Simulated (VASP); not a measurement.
# PbS (Fm-3m) in VASP: a series of runs

PbS is run at these levels: BHLYP; tasks: single point.

All numbers are computed with VASP 6.6.1; they aren't measurements. Logs are shortened: lines on timing, memory, paths and dates and some standing lists are left out, and cuts for length are marked.

**1. The cell of the first run**

It takes space group Fm-3m (No. 225, cubic). Conventional cell: a = 5.931 Å, b = 5.931 Å, c = 5.931 Å, α = 90.00°, β = 90.00°, γ = 90.00°. Pb (site symmetry m-3m) has 6 S at 2.97 Å within 3.9 Å. Within 3.9 Å of S (site symmetry m-3m) lie 6 Pb at 2.97 Å.

**2. Single point, BHLYP**

Input file POSCAR:

```
PbS
1.0
    0.0000000000      2.9657500000      2.9657500000
    2.9657500000      0.0000000000      2.9657500000
    2.9657500000      2.9657500000      0.0000000000
Pb S
1 1
Direct
    0.0000000000      0.0000000000      0.0000000000
    0.5000000000      0.5000000000      0.5000000000
```

Input file INCAR.step1:

```
ALGO     = Normal         # electronic algorithm
EDIFF    = 1E-5           # SCF threshold, eV
ENCUT    = 520            # plane-wave cutoff, eV
GGA      = PE             # functional
ISIF     = 2              # what is computed and relaxed
ISMEAR   = -1             # smearing method
LASPH    = True           # aspherical terms in the spheres
LREAL    = False          # projectors in reciprocal space
LWAVE    = True           # write WAVECAR
NBANDS   = 17             # bands
NELM     = 80             # most SCF steps
PREC     = Accurate       # precision mode
SIGMA    = 0.05           # smearing width, eV
```

Input file INCAR.step2:

```
AEXX     = 0.5            # exact-exchange fraction
AGGAC    = 1.0          
AGGAX    = 0.5          
ALDAC    = 0.0          
ALDAX    = 0.5          
ALGO     = Normal         # electronic algorithm
EDIFF    = 1E-6           # SCF threshold, eV
ENCUT    = 520            # plane-wave cutoff, eV
GGA      = B5             # functional
ISIF     = 2              # what is computed and relaxed
ISMEAR   = -1             # smearing method
ISTART   = 1            
LASPH    = True           # aspherical terms in the spheres
LCHARG   = True           # write CHGCAR
LELF     = True           # ELF
LHFCALC  = True           # exact exchange
LREAL    = False          # projectors in reciprocal space
LVHAR    = True         
LWAVE    = False          # write WAVECAR
NBANDS   = 17             # bands
NELM     = 80             # most SCF steps
PREC     = Accurate       # precision mode
PRECFOCK = Normal       
SIGMA    = 0.05           # smearing width, eV
```

Input file KPOINTS:

```
k-points
0
Gamma
  4 4 4
```

Potentials or basis: VASP PAW PBE potentials, release 64 (Pb_d, S).

Started as:

```bash
$ cat potpaw_PBE.64/Pb_d/POTCAR potpaw_PBE.64/S/POTCAR > POTCAR
$ cp INCAR.step1 INCAR
$ mpirun -np 1 vasp_std > vasp.out
$ cp INCAR.step2 INCAR
$ mpirun -np 1 vasp_std > vasp.out
```

OUTCAR:

```text
AEXX = 0.5
   EDIFF = 1E-6
   ENCUT = 520
   GGA = B5
   ISIF = 2
   ISMEAR = -1
   ISTART = 1
   LASPH = True
   LHFCALC = True
   LREAL = False
   NELM = 80
   PREC = Accurate
   PRECFOCK = Normal

 ion  position               nearest neighbor table
   1  0.000  0.000  0.000-   2 2.97   2 2.97   2 2.97   2 2.97   2 2.97   2 2.97
   2  0.500  0.500  0.500-   1 2.97   1 2.97   1 2.97   1 2.97   1 2.97   1 2.97

  LATTYP: Found a face centered cubic cell.
 ALAT       =     5.9315000000

  Lattice vectors:

 A1 = (   0.0000000000,   2.9657500000,   2.9657500000)
 A2 = (   2.9657500000,   0.0000000000,   2.9657500000)
 A3 = (   2.9657500000,   2.9657500000,   0.0000000000)

Analysis of symmetry for initial positions (statically):
=====================================================================
 Subroutine PRICEL returns:
 Original cell was already a primitive cell.

 Routine SETGRP: Setting up the symmetry group for a
 face centered cubic supercell.

 Subroutine GETGRP returns: Found 48 space group operations
 (whereof 48 operations were pure point group operations)
 out of a pool of 48 trial point group operations.

The static configuration has the point symmetry O_h .

Analysis of symmetry for dynamics (positions and initial velocities):
=====================================================================
 Subroutine PRICEL returns:
 Original cell was already a primitive cell.

 Routine SETGRP: Setting up the symmetry group for a
 face centered cubic supercell.

 Subroutine GETGRP returns: Found 48 space group operations
 (whereof 48 operations were pure point group operations)
 out of a pool of 48 trial point group operations.

The dynamic configuration has the point symmetry O_h .

 Subroutine INISYM returns: Found 48 space group operations
 (whereof 48 operations are pure point group operations),
 and found     1 'primitive' translations

----------------------------------------------------------------------------------------

                                     Primitive cell

  volume of cell :      52.1715

  direct lattice vectors                    reciprocal lattice vectors
     0.000000000  2.965750000  2.965750000    -0.168591419  0.168591419  0.168591419
     2.965750000  0.000000000  2.965750000     0.168591419 -0.168591419  0.168591419
     2.965750000  2.965750000  0.000000000     0.168591419  0.168591419 -0.168591419

  length of vectors
     4.194203873  4.194203873  4.194203873     0.292008903  0.292008903  0.292008903

  position of ions in fractional coordinates (direct lattice)
     0.000000000  0.000000000  0.000000000
     0.500000000  0.500000000  0.500000000

  ion indices of the primitive-cell ions
   primitive index   ion index
                 1           1
                 2           2

----------------------------------------------------------------------------------------

 KPOINTS: k-points

Automatic generation of k-mesh.
 Grid dimensions read from file:
 generate k-points for:    4    4    4

 Generating k-lattice:

  Cartesian coordinates                     Fractional coordinates (reciprocal lattice)
    -0.042147855  0.042147855  0.042147855     0.250000000  0.000000000  0.000000000
     0.042147855 -0.042147855  0.042147855     0.000000000  0.250000000  0.000000000
     0.042147855  0.042147855 -0.042147855     0.000000000  0.000000000  0.250000000

  Length of vectors
     0.073002226  0.073002226  0.073002226

  Shift w.r.t. Gamma in fractional coordinates (k-lattice)
     0.000000000  0.000000000  0.000000000

 Subroutine IBZKPT returns following result:
 ===========================================

 Found      8 irreducible k-points:

 Following reciprocal coordinates:
            Coordinates               Weight
  0.000000  0.000000  0.000000      1.000000
  0.250000  0.000000  0.000000      8.000000
  0.500000  0.000000  0.000000      4.000000
  0.250000  0.250000  0.000000      6.000000
  0.500000  0.250000  0.000000     24.000000
 -0.250000  0.250000  0.000000     12.000000
  0.500000  0.500000  0.000000      3.000000
 -0.250000  0.500000  0.250000      6.000000
   k-points           NKPTS =      8   k-points in BZ     NKDIM =     64   number of bands    NBANDS=     17
   number of dos      NEDOS =    301   number of ions     NIONS =      2
   total plane-waves  NPLWV =  32768
   dimension x,y,z NGX =    32 NGY =   32 NGZ =   32
   dimension x,y,z NGXF=    64 NGYF=   64 NGZF=   64
   ions per type =               1   1
   NGX,Y,Z   is equivalent  to a cutoff of  12.68, 12.68, 12.68 a.u.
   NGXF,Y,Z  is equivalent  to a cutoff of  25.37, 25.37, 25.37 a.u.
 SYSTEM =  unknown system
   PREC   = accura    normal or accurate (medium, high low for compatibility)
   ISTART =      1    job   : 0-new  1-cont  2-samecut
   ICHARG =      0    charge: 1-file 2-atom 10-const
   ISPIN  =      1    spin polarized calculation?
   LNONCOLLINEAR =      F non collinear calculations
   LSORBIT =      F    spin-orbit coupling
   LASPH  =      T    aspherical Exc in radial PAW
   ENCUT  =  520.0 eV  38.22 Ry    6.18 a.u.   7.80  7.80  7.80*2*pi/ulx,y,z
   NELM   =     80;   NELMIN=  2; NELMDL=  0     # of ELM steps
   EDIFF  = 0.1E-05   stopping-criterion for ELM
   LREAL  =      F    real-space projection
   EDIFFG = 0.1E-04   stopping-criterion for IOM
   NSW    =      0    number of steps for IOM
   IBRION =     -1    ionic relax: 0-MD 1-quasi-New 2-CG
   NFREE  =      0    steps in history (QN), initial steepest desc. (CG)
   ISIF   =      2    stress and relaxation
   ISYM   =      3    0-nonsym 1-usesym 2-fastsym
   POTIM  = 0.5000    time-step for ionic-motion
   TEBEG  =    0.0;   TEEND  =   0.0 temperature during run
   PSTRESS=    0.0 pullay stress
   NELECT =      20.0000    total number of electrons
   NUPDOWN=      -1.0000    fix difference up-down
   EMIN   =  10.00;   EMAX   =-10.00  energy-range for DOS
   EFERMI =   0.00;   METHOD = LEGACY
   ISMEAR =    -1;   SIGMA  =   0.05  broadening in eV -4-tet -1-fermi 0-gaus
   EFERMI_NEDOS =   21; number of points for ismear=-14 and -15
   IALGO  =     38    algorithm
   IMIX   =      1    mixing-type and parameters
     AMIX     =   0.40;   BMIX     =  1.00
     AMIX_MAG =   1.60;   BMIX_MAG =  1.00
  volume/ion in A,a.u.               =      26.09       176.04
  Fermi-wavevector in a.u.,A,eV,Ry     =   1.189251  2.247359 19.242973  1.414319
  Thomas-Fermi vector in A             =   2.325363
   LORBIT       =      0    0 simple, 1 ext, 2 COOP (PROOUT), +10 PAW based schemes
   GGA     = B5    functional components
   LHFCALC =     T    Hartree Fock is set to
   PRECFOCK=normal    Normal, Fast or Accurate (Low or Medium for compatibility)
   ENCUT4O =  -1.0   cutoff for four orbital integrals eV
   NKREDX  =     1    reduce k-point grid by
   NKREDY  =     1    reduce k-point grid by
   NKREDZ  =     1    reduce k-point grid by
   AEXX    =    0.5000 exact exchange contribution
   HFSCREEN=    0.0000 screening length (either q_TF or 0.3 A-1)
   HFSCREENC=   0.0000 screening length for correlation (either q_TF or 0.3 A-1)
   ENCUTFOCK=  -1.0 apply spherical cutoff to Coloumb kernel
   IVDW    =     0    specifies the selected vdW correction
   LEPSILON=     F    determine dielectric tensor
   LRPA    =     F    only Hartree local field effects (RPA)
 non-spin polarized calculation
  energy-cutoff  :      520.00
  volume of cell :       52.17
 maximum number of plane-waves:      1424
  NGX = 24; NGY = 24; NGZ = 24

 number of electron      19.9999998 magnetization

 Free energy of the ion-electron system (eV)
  ---------------------------------------------------
  ext. energy  EPLUGINS =         0.00000000
  ---------------------------------------------------
  free energy    TOTEN  =       -13.22979218 eV

  energy without entropy =      -13.22979218  energy(sigma->0) =      -13.22979218

 E-fermi :   6.0156     XC(G=0):  -5.0707

 val. band max:        4.8988368438   @ k =   0.5000   0.0000   0.0000
 cond. band min:       7.7407861274   @ k =   0.5000   0.0000   0.0000
 fundamental gap:      2.8419492836
 Fermi energy:         6.0156392108

 k-point     1 :       0.0000    0.0000    0.0000
  band No.  band energies     occupation
      1     -15.5266      2.00000
      2     -15.5266      2.00000
      3     -15.5112      2.00000
      4     -15.5112      2.00000
      5     -15.5112      2.00000
      6     -11.8608      2.00000
[... 9 lines left out ...]
     16      14.7415      0.00000
     17      16.7847      0.00000

 k-point     2 :       0.2500    0.0000    0.0000
  band No.  band energies     occupation
      1     -15.5455      2.00000
      2     -15.5455      2.00000
      3     -15.5102      2.00000
      4     -15.4909      2.00000
      5     -15.4909      2.00000
      6     -11.2885      2.00000
[... 9 lines left out ...]
     16      16.1303      0.00000
     17      20.3538      0.00000

 k-point     3 :       0.5000    0.0000    0.0000
  band No.  band energies     occupation
      1     -15.5658      2.00000
      2     -15.5658      2.00000
      3     -15.5105      2.00000
      4     -15.4689      2.00000
      5     -15.4689      2.00000
      6     -10.4742      2.00000
[... 9 lines left out ...]
     16      18.6391      0.00000
     17      19.0228      0.00000

 k-point     4 :       0.2500    0.2500    0.0000
  band No.  band energies     occupation
      1     -15.6022      2.00000
      2     -15.5236      2.00000
      3     -15.5141      2.00000
      4     -15.4825      2.00000
      5     -15.4825      2.00000
      6     -11.0649      2.00000
[... 9 lines left out ...]
     16      18.4231      0.00000
     17      18.4267      0.00000

 k-point     5 :       0.5000    0.2500    0.0000
  band No.  band energies     occupation
      1     -15.6398      2.00000
      2     -15.5320      2.00000
      3     -15.5137      2.00000
      4     -15.4742      2.00000
      5     -15.4624      2.00000
      6     -10.2260      2.00000
[... 9 lines left out ...]
     16      19.3095      0.00000
     17      20.0337      0.00000

 k-point     6 :      -0.2500    0.2500    0.0000
  band No.  band energies     occupation
      1     -15.5861      2.00000
      2     -15.5543      2.00000
      3     -15.4983      2.00000
      4     -15.4844      2.00000
      5     -15.4798      2.00000
      6     -10.5284      2.00000
[... 9 lines left out ...]
     16      18.2525      0.00000
     17      19.2382      0.00000

 k-point     7 :       0.5000    0.5000    0.0000
  band No.  band energies     occupation
      1     -15.7180      2.00000
      2     -15.5363      2.00000
      3     -15.5018      2.00000
      4     -15.4519      2.00000
      5     -15.4519      2.00000
      6      -9.9377      2.00000
[... 9 lines left out ...]
     16      21.0138      0.00000
     17      21.0144      0.00000

 k-point     8 :      -0.2500    0.5000    0.2500
  band No.  band energies     occupation
      1     -15.6651      2.00000
      2     -15.5334      2.00000
      3     -15.4957      2.00000
      4     -15.4957      2.00000
      5     -15.4519      2.00000
      6      -9.9122      2.00000
[... 9 lines left out ...]
     16      20.6762      0.00000
     17      21.0088      0.00000

------------------------ aborting loop because EDIFF is reached ----------------------------------------

  FORCE on cell =-STRESS in cart. coord.  units (eV):
  Direction    XX          YY          ZZ          XY          YZ          ZX
  --------------------------------------------------------------------------------------
  -------------------------------------------------------------------------------------
  Total        1.1768106      1.1768106      1.1768106     -0.0000000      0.0000000      0.0000000
  in kB       36.1396162     36.1396162     36.1396162     -0.0000000      0.0000000      0.0000000
  external PRESSURE =      36.1396162 kB  Pullay stress =       0.0000000 kB

 VOLUME and BASIS-vectors are now :
 -----------------------------------------------------------------------------
  energy-cutoff  :      520.00
  volume of cell :       52.17
      direct lattice vectors                 reciprocal lattice vectors
     0.000000000  2.965750000  2.965750000    -0.168591419  0.168591419  0.168591419
     2.965750000  0.000000000  2.965750000     0.168591419 -0.168591419  0.168591419
     2.965750000  2.965750000  0.000000000     0.168591419  0.168591419 -0.168591419

 POSITION                                       TOTAL-FORCE (eV/Angst)
 -----------------------------------------------------------------------------------
      0.00000      0.00000      0.00000         0.000000     -0.000000     -0.000000
      2.96575      2.96575      2.96575         0.000000      0.000000      0.000000
 -----------------------------------------------------------------------------------
    total drift:                               -0.000001     -0.000000     -0.000001

  FREE ENERGIE OF THE ION-ELECTRON SYSTEM (eV)
  ---------------------------------------------------
  free  energy   TOTEN  =       -13.2297921772 eV

  energy  without entropy=      -13.2297921771  energy(sigma->0) =      -13.22979218
```

Wall time 8.3 min (1 thread of AMD EPYC 7R13 (Zen 3), shared host); peak memory 0.16 GiB.

Results:

* Free energy: -13.2298 eV
* Pressure: 3.6 GPa
* Band gap on the k mesh: 2.84 eV

Caveat: the k points lie up to 0.46 Å⁻¹ apart; the PAW data sets were made with another functional, which shifts forces and pressure a little; spin-orbit coupling is left out, which moves the levels of the heavy elements. A k mesh can miss the band edges.

**3. Single point, BHLYP**

This run uses another cell than the first one, of 26.61 Å³/atom.

Input file POSCAR:

```
PbS
1.0
    0.0000000000      2.9853913009      2.9853913009
    2.9853913009      0.0000000000      2.9853913009
    2.9853913009      2.9853913009      0.0000000000
Pb S
1 1
Direct
    0.0000000000      0.0000000000      0.0000000000
    0.5000000000      0.5000000000      0.5000000000
```

Input file INCAR.step1:

```
PREC = Accurate
ENCUT = 520
EDIFF = 1E-5
ISMEAR = -1
SIGMA = 0.05
LREAL = F
LASPH = T
NELM = 60
ALGO = Normal
ISIF = 2
LWAVE = T
GGA = PE
NBANDS = 17
```

Input file INCAR.step2:

```
PREC = Accurate
ENCUT = 520
EDIFF = 1E-6
ISMEAR = -1
SIGMA = 0.05
LREAL = F
LASPH = T
NELM = 60
ALGO = Normal
ISIF = 2
LWAVE = F
LCHARG = T
GGA = B5
LHFCALC = T
AEXX = 0.5
ALDAX = 0.5
AGGAX = 0.5
AGGAC = 1.0
ALDAC = 0.0
PRECFOCK = Normal
LELF = T
LVHAR = T
ISTART = 1
NBANDS = 17
```

Input file KPOINTS:

```
Automatic mesh
0
Gamma
  4 4 4
```

Potentials or basis: VASP PAW PBE potentials, release 64 (Pb_d, S).

Started as:

```bash
$ cat potpaw_PBE.64/Pb_d/POTCAR potpaw_PBE.64/S/POTCAR > POTCAR
$ cp INCAR.step1 INCAR
$ mpirun -np 1 vasp_std > vasp.out
$ cp INCAR.step2 INCAR
$ mpirun -np 1 vasp_std > vasp.out
```

It took 8.1 min on 1 thread of AMD EPYC 7R13 (Zen 3), shared host; peak memory 0.16 GiB.

Results (log left out):

| Property | Result |
| --- | --- |
| Free energy | -13.2494 eV |
| Pressure | 2.3 GPa |
| Band gap on the k mesh | 2.93 eV |

Levels at points of the mesh, in eV from the valence-band top:
| k point | band 8 | band 9 | band 10 | band 11 | band 12 | band 13 |
| --- | --- | --- | --- | --- | --- | --- |
| (0.00, 0.00, 0.00) | -2.81 | -2.81 | -2.81 | 8.30 | 8.30 | 8.30 |
| (0.50, 0.00, 0.00) | -2.37 | -2.37 | 0.00 | 2.93 | 4.58 | 4.58 |
| (0.50, 0.50, 0.00) | -6.28 | -4.26 | -4.26 | 6.77 | 8.88 | 8.90 |

Caveat: the k points lie up to 0.46 Å⁻¹ apart; the PAW data sets were made with another functional, which shifts forces and pressure a little; spin-orbit coupling is left out, which moves the levels of the heavy elements.
